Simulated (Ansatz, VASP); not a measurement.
**One calculation of Ge, two programs**

Contents of INCAR:

```
SYSTEM = Ge
PREC = Accurate ; ENCUT = 520
EDIFF = 1E-7 ; ISMEAR = -1
SIGMA = 0.05 ; LREAL = .False.
LASPH = .True. ; NELM = 100
ALGO = Normal ; ISIF = 2
LWAVE = .False. ; LCHARG = .True.
GGA = CA ; LELF = .True.
LVHAR = .True. ; NBANDS = 21
```

The input KPOINTS:

```
regular mesh
0
Gamma
  10 10 10
  0 0 0
```

Contents of POSCAR:

```
Ge
1.0
    0.0000000000      2.8570577000      2.8287700000
    2.8570577000      0.0000000000      2.8287700000
    2.8570577000      2.8570577000      0.0000000000
Ge
2
Direct
    0.5000000000      0.5000000000      0.5000000000
    0.7500000000      0.7500000000      0.7500000000
```

Input for Ansatz:

```yaml
crystal:
  lattice:
    - [0.0, 2.8570577, 2.82877]
    - [2.8570577, 0.0, 2.82877]
    - [2.8570577, 2.8570577, 0.0]
  atoms:
    - { symbol: Ge, position: [0.5, 0.5, 0.5] }
    - { symbol: Ge, position: [0.75, 0.75, 0.75] }
kpoints:
  mp_grid: { grid: [10, 10, 10] }
  band_path:
    path:
      - [0.0, 0.0, 0.0]
      - [0.0, 0.5, 0.5]
      - [0.25, 0.75, 0.5]
      - [0.0, 0.5, 0.0]
      - [0.0, 0.0, 0.0]
      - [0.5, 0.5, 0.0]
      - [0.3775125, 0.6224875, 0.0]
      - [-0.3775125, 0.3775125, 0.0]
      - [0.0, 0.0, 0.0]
    npoints: 5
scf:
  occupations: { method: fermi_dirac, width: 0.05 }
hamiltonian:
  xc: lda
  pseudopotentials: { kind: all_electron, lapw: { basis_error: 0.00025 } }
output:
  forces: true
  stress: true
  eigenvalues: true
```

Change from the starting cell: equal xx and yy strain of +1 %.

Alike in both runs: task single point; functional LDA; k mesh 10 × 10 × 10; occupations fermi-dirac, width 0.05 eV; no spin polarisation.

|  | VASP | Ansatz |
| --- | --- | --- |
| version | VASP 6.6.1 | Ansatz 0.2.0 |
| potentials or method | VASP PAW LDA potentials, release 64 (Ge_d), cutoff 520 eV | all-electron LAPW, scalar-relativistic |

Ansatz gave:

```
pressure (GPa)                                                : -2.5
traceless stress, the component that is largest in VASP (GPa) : 0.46
```

What did VASP give for the same quantities?

Pressure (GPa): -2.4; traceless stress, the component that is largest in VASP (GPa): 0.46.

LDA's correlation is that of Perdew and Zunger in VASP and of Perdew and Wang (1992) in Ansatz. Ansatz ran all-electron here, and VASP with PAW potentials.
